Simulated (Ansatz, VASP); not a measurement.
# Ge in VASP and in Ansatz

INCAR

```
SYSTEM = Ge
  PREC = Accurate
  ENCUT = 520
  EDIFF = 1E-8
  ISMEAR = -1
  SIGMA = 0.05
  LREAL = .False.
  LASPH = .True.
  NELM = 80
  ALGO = Normal
  ISIF = 2
  LWAVE = .False.
  LCHARG = .False.
  GGA = PE
  LEFG = .True.
  NBANDS = 36
```

KPOINTS

```
Automatic mesh
0
Gamma
  11 11 6
  0 0 0
```

POSCAR

```
Ge
1.0
    3.9707555995      0.0000000000      0.0000000000
   -1.9853777998      3.4387752214      0.0000000000
    0.0000000000      0.0000000000      6.5550854883
Ge
4
Direct
    0.6666666667      0.3333333333      0.0629012500
    0.3333333333      0.6666666667      0.5629012500
    0.6666666667      0.3333333333      0.4370987500
    0.3333333333      0.6666666667      0.9370987500
```

Input for Ansatz:

```yaml
crystal:
  lattice:
    - [3.9707555995, 0.0, 0.0]
    - [-1.9853777998, 3.4387752214, 0.0]
    - [0.0, 0.0, 6.5550854883]
  atoms:
    - { symbol: Ge, position: [0.6666666667, 0.3333333333, 0.06290125] }
    - { symbol: Ge, position: [0.3333333333, 0.6666666667, 0.56290125] }
    - { symbol: Ge, position: [0.6666666667, 0.3333333333, 0.43709875] }
    - { symbol: Ge, position: [0.3333333333, 0.6666666667, 0.93709875] }
kpoints:
  mp_grid: { grid: [11, 11, 6] }
scf:
  occupations: { method: fermi_dirac, width: 0.05 }
hamiltonian:
  xc: pbe
  pseudopotentials: { kind: paw }
output:
  forces: true
  stress: true
  eigenvalues: true
  efg: { contact_densities: true }
  write_density: true
  write_potential: true
  elf: true
  volumetric_format: npy
```

Change from the starting cell: volume scaled by 0.98, PAW files.

Alike in both runs: task electric field gradients; functional PBE; k mesh 11 × 11 × 6; occupations fermi-dirac, width 0.05 eV; no spin polarisation.

|  | VASP | Ansatz |
| --- | --- | --- |
| version | VASP 6.6.1 | Ansatz 0.2.0 |
| potentials or method | VASP PAW PBE potentials, release 64 (Ge_d) | PAW with Ansatz's default frozen-core files, scalar-relativistic |
| plane-wave cutoff (eV) | 520 | 420 |
| valence electrons in the cell | 56 | 56 |

|  | VASP | Ansatz | Ansatz less VASP |
| --- | --- | --- | --- |
| pressure (GPa) | 4.4 | 4.4 | +0.06 |
| traceless stress, the component that is largest in VASP (GPa) | -0.06 | -0.06 | -0.004 |
| rms of the force components (eV/Å) | 0.007 | 0.008 | +0.0007 |
| size of Vzz on the site where it differs most (V/Å²) | 8.2 | 8.4 | +0.19 |

Atom by atom the forces differ by 0.001 eV/Å (rms over components). The functional is the same, so the differences come from potentials, cutoffs and numerics.
